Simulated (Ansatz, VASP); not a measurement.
B2Pb in VASP and in Ansatz

```
Pb B
1.0
     1.71570    2.97168    0.00000
    -1.71570    2.97168    0.00000
     0.00000    0.00000    8.84830
Pb B
2 4
Direct
  0.33330 0.33340 0.25000
  0.66660 0.66670 0.75000
  0.33330 0.33340 0.54800
  0.66660 0.66670 0.04800
  0.33330 0.33340 0.95200
  0.66670 0.66670 0.45200
```

Alike in both runs: task single point; functional PBE; k mesh 9 × 9 × 3; occupations methfessel-paxton of order 1, width 0.0156 eV; no spin polarisation.

|  | VASP | Ansatz |
| --- | --- | --- |
| version | VASP 6.6.1 | Ansatz 0.2.0 |
| potentials or method | VASP PAW PBE potentials, release 64 (Pb_d, B), cutoff 520 eV | PAW plane waves |
| valence electrons in the cell | 40 | 40 |

|  | VASP | Ansatz | Ansatz less VASP |
| --- | --- | --- | --- |
| pressure (GPa) | -4.4 | -4.4 | +0.04 |
| traceless stress, the component that is largest in VASP (GPa) | 3.24 | 3.17 | -0.065 |
| rms of the force components (eV/Å) | 1.369 | 1.369 | -0.0002 |

Atom by atom the forces differ by 0.000 eV/Å (rms over components). With one functional, cell and mesh, what is left measures potentials, basis and numerics. Ansatz's warnings: structure snapped to symmetry.

Spin-orbit coupling is off throughout.
